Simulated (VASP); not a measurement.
CdF2, 3 atoms in the cell. It takes space group Fm-3m (No. 225, cubic). Conventional cell: a = 5.595 Å, b = 5.595 Å, c = 5.595 Å, α = 90.00°, β = 90.00°, γ = 90.00°. Within 3.2 Å of Cd (site symmetry m-3m) lie 8 F at 2.42 Å. F (site symmetry -43m) has 4 Cd at 2.42 Å and 6 F at 2.80 Å within 3.2 Å. 

* Program: VASP 6.6.1
* Task: single point
* Functional: LDA
* Potentials or basis: VASP PAW LDA potentials, release 64 (Cd, F)
* Cutoff: 520 eV
* k mesh: 6 × 6 × 6
* Occupations: methfessel-paxton, width 0.01 eV
* Spin: no spin polarisation
* Dipole correction: no
* Further INCAR settings: ALGO = Normal; EDIFF = 1e-06; NBANDS = 20

Potentials or basis: VASP PAW LDA potentials, release 64 (Cd, F).

Command:

```console
$ cat potpaw_LDA.64/Cd/POTCAR potpaw_LDA.64/F/POTCAR > POTCAR
$ mpirun -np 1 vasp_std > vasp.out
```

Hardware: 1 thread of AMD EPYC 7R13 Processor (Zen 3) (shared host).

Q: Estimate the wall time of this run.

A: It took 12 s on 1 thread of AMD EPYC 7R13 Processor (Zen 3), with other jobs on the host, peak memory 0.12 GiB. Counts: scf iterations 14, k points 16.
